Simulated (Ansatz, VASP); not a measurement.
**P in VASP and in Ansatz**

```
CELL_PARAMETERS angstrom
4.16608 0.00000 0.00000
0.00000 4.16608 0.00000
0.00000 0.00000 4.26855
ATOMIC_POSITIONS crystal
P 0.00000 0.00000 0.00000
```

Change from the starting cell: strain -0.025 along x and y, -0.025 along z, atoms carried along.

Alike in both runs: task single point; functional PBEsol; k mesh 12 × 12 × 12; occupations gaussian, width 0.15 eV; no spin polarisation.

|  | VASP | Ansatz |
| --- | --- | --- |
| version | VASP 6.6.1 | Ansatz 0.2.0 |
| potentials or method | VASP PAW PBE potentials, release 64 (P), cutoff 520 eV | scalar-relativistic, plane waves, PAW |
| valence electrons in the cell | 5 | 5 |

```tsv
	VASP	Ansatz	Ansatz less VASP
gap on the k mesh at the Fermi level (eV)	none	none	-
pressure (GPa)	-4.6	-4.5	+0.01
traceless stress, the component that is largest in VASP (GPa)	0.31	0.31	0.000
```

VASP's potentials were made for PBE, not for PBEsol. A gap of «none» marks a metal or a gap that the smearing closes. The functional is the same, so the differences come from potentials, cutoffs and numerics.
